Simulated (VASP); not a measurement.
# Os (P6_3/mmc) in VASP: single point with PBE

Aim: the single point of Os with PBE.

All numbers are computed with VASP 6.6.1; they aren't measurements. Logs are shortened: lines on timing, memory, paths and dates and some standing lists are left out, and cuts for length are marked.

## 1. The cell of the first run

The structure is hexagonal, space group P6_3/mmc (No. 194). The conventional cell has a = 2.740 Å, b = 2.740 Å, c = 13.239 Å, α = 90.00°, β = 90.00°, γ = 120.00°. Os (site symmetry -6m2) has 12 Os at 2.67 to 2.74 Å within 3.5 Å. Within 3.5 Å of Os (site symmetry 3m) lie 12 Os at 2.67 to 2.80 Å.

## 2. Single point, PBE

INCAR reads:

```
PREC = Accurate ; ENCUT = 520
EDIFF = 1E-6 ; ISMEAR = 0
SIGMA = 0.1 ; LREAL = F
LASPH = T ; NELM = 100
ALGO = Fast ; ISIF = 2
LWAVE = F ; LCHARG = T
GGA = PE ; LELF = T
LVHAR = T ; NBANDS = 33
```

KPOINTS reads:

```
regular mesh
0
Gamma
  18 18 4
```

POSCAR reads:

```
Os
1.0
    2.7400626784      0.0000000000      0.0000000000
   -1.3700313392      2.3729638874      0.0000000000
    0.0000000000      0.0000000000     13.2390484893
Os
6
Direct
    0.0000000000      0.0000000000      0.0000000000
    0.3333333333      0.6666666667      0.1628311994
    0.6666666667      0.3333333333      0.3371688006
    0.0000000000      0.0000000000      0.5000000000
    0.6666666667      0.3333333333      0.6628311994
    0.3333333333      0.6666666667      0.8371688006
```

Potentials or basis: VASP PAW PBE potentials, release 64 (Os).

The run is started by

```sh
$ cat potpaw_PBE.64/Os/POTCAR > POTCAR
$ mpirun -np 1 vasp_std > vasp.out
```

OUTCAR:

```text
PREC = Accurate
   ENCUT = 520
   EDIFF = 1E-6
   ISMEAR = 0
   LREAL = F
   LASPH = T
   NELM = 100
   ISIF = 2
   GGA = PE

 ion  position               nearest neighbor table
   1  0.000  0.000  0.000-   2 2.67   6 2.67   2 2.67   6 2.67   2 2.67   6 2.67
   2  0.333  0.667  0.163-   1 2.67   1 2.67   1 2.67   3 2.80   3 2.80   3 2.80
   3  0.667  0.333  0.337-   4 2.67   4 2.67   4 2.67   2 2.80   2 2.80   2 2.80
   4  0.000  0.000  0.500-   3 2.67   5 2.67   3 2.67   5 2.67   3 2.67   5 2.67
   5  0.667  0.333  0.663-   4 2.67   4 2.67   4 2.67   6 2.80   6 2.80   6 2.80
   6  0.333  0.667  0.837-   1 2.67   1 2.67   1 2.67   5 2.80   5 2.80   5 2.80

  LATTYP: Found a hexagonal cell.
 ALAT       =     2.7400626784
 C/A-ratio  =     4.8316589959

  Lattice vectors:

 A1 = (   2.7400626784,   0.0000000000,   0.0000000000)
 A2 = (  -1.3700313392,   2.3729638874,   0.0000000000)
 A3 = (   0.0000000000,   0.0000000000,  13.2390484893)

Analysis of symmetry for initial positions (statically):
=====================================================================
 Subroutine PRICEL returns:
 Original cell was already a primitive cell.

 Routine SETGRP: Setting up the symmetry group for a
 hexagonal supercell.

 Subroutine GETGRP returns: Found 24 space group operations
 (whereof 12 operations were pure point group operations)
 out of a pool of 24 trial point group operations.

The static configuration has the point symmetry D_3h.
 The point group associated with its full space group is D_6h.

Analysis of symmetry for dynamics (positions and initial velocities):
=====================================================================
 Subroutine PRICEL returns:
 Original cell was already a primitive cell.

 Routine SETGRP: Setting up the symmetry group for a
 hexagonal supercell.

 Subroutine GETGRP returns: Found 24 space group operations
 (whereof 12 operations were pure point group operations)
 out of a pool of 24 trial point group operations.

The dynamic configuration has the point symmetry D_3h.
 The point group associated with its full space group is D_6h.

 Subroutine INISYM returns: Found 24 space group operations
 (whereof 12 operations are pure point group operations),
 and found     1 'primitive' translations

----------------------------------------------------------------------------------------

[... 102 lines left out ...]
   EDIFFG = 0.1E-04   stopping-criterion for IOM
   NSW    =      0    number of steps for IOM
   IBRION =     -1    ionic relax: 0-MD 1-quasi-New 2-CG
   NFREE  =      0    steps in history (QN), initial steepest desc. (CG)
   ISIF   =      2    stress and relaxation
   ISYM   =      2    0-nonsym 1-usesym 2-fastsym
   POTIM  = 0.5000    time-step for ionic-motion
   TEBEG  =    0.0;   TEEND  =   0.0 temperature during run
   PSTRESS=    0.0 pullay stress
   NELECT =      48.0000    total number of electrons
   NUPDOWN=      -1.0000    fix difference up-down
   EMIN   =  10.00;   EMAX   =-10.00  energy-range for DOS
   EFERMI =   0.00;   METHOD = LEGACY
   ISMEAR =     0;   SIGMA  =   0.10  broadening in eV -4-tet -1-fermi 0-gaus
   EFERMI_NEDOS =   21; number of points for ismear=-14 and -15
   IALGO  =     68    algorithm
   IMIX   =      4    mixing-type and parameters
     AMIX     =   0.40;   BMIX     =  1.00
     AMIX_MAG =   1.60;   BMIX_MAG =  1.00
  volume/ion in A,a.u.               =      14.35        96.82
  Fermi-wavevector in a.u.,A,eV,Ry     =   1.347470  2.546349 24.703764  1.815675
  Thomas-Fermi vector in A             =   2.475218
   LORBIT       =      0    0 simple, 1 ext, 2 COOP (PROOUT), +10 PAW based schemes
   GGA     = PE    functional components
   LHFCALC =     F    Hartree Fock is set to
   AEXX    =    0.0000 exact exchange contribution
   IVDW    =     0    specifies the selected vdW correction
   LEPSILON=     F    determine dielectric tensor
   LRPA    =     F    only Hartree local field effects (RPA)
 non-spin polarized calculation
 RMM-DIIS sequential band-by-band and
 Gauss-broadening in eV      SIGMA  =   0.10
  energy-cutoff  :      520.00
  volume of cell :       86.08
 maximum number of plane-waves:      2340
   NGX = 11   NGY = 11   NGZ = 49

 number of electron      47.9999997 magnetization

 Free energy of the ion-electron system (eV)
  ---------------------------------------------------
  ext. energy  EPLUGINS =         0.00000000
  ---------------------------------------------------
  free energy    TOTEN  =       -66.95862004 eV

  energy without entropy =      -66.94061565  energy(sigma->0) =      -66.94961785

 E-fermi :   9.0800     XC(G=0): -13.9074

 val. band max:        9.0748492865   @ k =   0.3889   0.0000   0.0000
 cond. band min:       9.0822610216   @ k =   0.2778   0.1111   0.0000
 fundamental gap:      0.0074117351
 Fermi energy:         9.0800375927

 k-point     1 :       0.0000    0.0000    0.0000
  band No.  band energies     occupation
      1      -1.6338      2.00000
      2      -0.5834      2.00000
      3      -0.2661      2.00000
      4       1.3214      2.00000
      5       1.4483      2.00000
      6       1.4974      2.00000
[... 853 lines left out ...]
     32      12.9784      0.00000
     33      13.2022      0.00000

 [... further k-points ...]

------------------------ aborting loop because EDIFF is reached ----------------------------------------

  FORCE on cell =-STRESS in cart. coord.  units (eV):
  Direction    XX          YY          ZZ          XY          YZ          ZX
  --------------------------------------------------------------------------------------
  -------------------------------------------------------------------------------------
  Total       -0.0565788     -0.0565788     -0.0764813     -0.0000000     -0.0000000      0.0000000
  in kB       -1.0530675     -1.0530675     -1.4235004     -0.0000000     -0.0000000      0.0000000
  external PRESSURE =      -1.1765451 kB  Pullay stress =       0.0000000 kB

 VOLUME and BASIS-vectors are now :
 -----------------------------------------------------------------------------
  energy-cutoff  :      520.00
  volume of cell :       86.08
      direct lattice vectors                 reciprocal lattice vectors
     2.740062678  0.000000000  0.000000000     0.364955155  0.210706957  0.000000000
    -1.370031339  2.372963887  0.000000000     0.000000000  0.421413914  0.000000000
     0.000000000  0.000000000 13.239048489     0.000000000  0.000000000  0.075534129

 POSITION                                       TOTAL-FORCE (eV/Angst)
 -----------------------------------------------------------------------------------
      0.00000      0.00000      0.00000        -0.000000      0.000000      0.000000
     -0.00000      1.58198      2.15573         0.000000      0.000000     -0.008188
      1.37003      0.79099      4.46379        -0.000000     -0.000000      0.008188
      0.00000      0.00000      6.61952         0.000000      0.000000      0.000000
      1.37003      0.79099      8.77525        -0.000000      0.000000     -0.008188
     -0.00000      1.58198     11.08332         0.000000      0.000000      0.008188
 -----------------------------------------------------------------------------------
    total drift:                               -0.000000      0.000000      0.000000

  FREE ENERGIE OF THE ION-ELECTRON SYSTEM (eV)
  ---------------------------------------------------
  free  energy   TOTEN  =       -66.9586200443 eV

  energy  without entropy=      -66.9406156473  energy(sigma->0) =      -66.94961785
```

OSZICAR:

```text
N       E                     dE             d eps       ncg     rms          rms(c)
DAV:   1     0.383196522492E+03    0.38320E+03   -0.22226E+04  7422   0.140E+03
DAV:   2    -0.378657458636E+02   -0.42106E+03   -0.39409E+03  7486   0.492E+02
DAV:   3    -0.696947043724E+02   -0.31829E+02   -0.29528E+02  9610   0.987E+01
DAV:   4    -0.711612762649E+02   -0.14666E+01   -0.14230E+01  9356   0.237E+01
DAV:   5    -0.712022559706E+02   -0.40980E-01   -0.40827E-01 10116   0.310E+00    0.383E+01
RMM:   6    -0.678260125518E+02    0.33762E+01   -0.32775E+00  7365   0.107E+01    0.153E+01
RMM:   7    -0.669082048371E+02    0.91781E+00   -0.51329E+00  7543   0.989E+00    0.803E-01
RMM:   8    -0.669530804407E+02   -0.44876E-01   -0.73194E-01  8733   0.593E+00    0.338E+00
RMM:   9    -0.669679435328E+02   -0.14863E-01   -0.20913E-01  9175   0.184E+00    0.165E+00
RMM:  10    -0.669678273379E+02    0.11619E-03   -0.31274E-02  9430   0.103E+00    0.191E+00
RMM:  11    -0.669601241636E+02    0.77032E-02   -0.11895E-02  7743   0.661E-01    0.764E-01
RMM:  12    -0.669598085991E+02    0.31556E-03   -0.14933E-02  7750   0.622E-01    0.106E+00
RMM:  13    -0.669588016337E+02    0.10070E-02   -0.19539E-03  8187   0.440E-01    0.596E-01
RMM:  14    -0.669586394425E+02    0.16219E-03   -0.87299E-04  9236   0.109E-01    0.229E-01
RMM:  15    -0.669586337186E+02    0.57239E-05   -0.23712E-04  9684   0.593E-02    0.818E-02
RMM:  16    -0.669586221359E+02    0.11583E-04   -0.14544E-04  8400   0.719E-02    0.150E-02
RMM:  17    -0.669586207901E+02    0.13458E-05   -0.26194E-05  9337   0.311E-02    0.188E-02
RMM:  18    -0.669586200443E+02    0.74574E-06   -0.55978E-06  6946   0.962E-03
   1 F= -.66958620E+02 E0= -.66949618E+02  d E =-.180044E-01
```

Run time: 4.1 min. Hardware: 1 thread of Intel Xeon Platinum 8488C (Sapphire Rapids), shared host; peak memory 0.35 GiB.

Results:

```yaml
Free_energy: -66.9586 eV
Pressure: -0.1 GPa
Largest_force: 0.008 eV/Å
Band_gap_on_the_k_mesh: zero (bands 24 and 25 overlap by 3.59 eV)
```

Forces in eV/Å, atoms in the order of the input:
```
Os   0.000  0.000  0.000
Os   0.000  0.000 -0.008
Os   0.000  0.000  0.008
Os   0.000  0.000  0.000
Os   0.000  0.000 -0.008
Os   0.000  0.000  0.008
```

Caveat: spin-orbit coupling is left out, which moves the levels of the heavy elements.
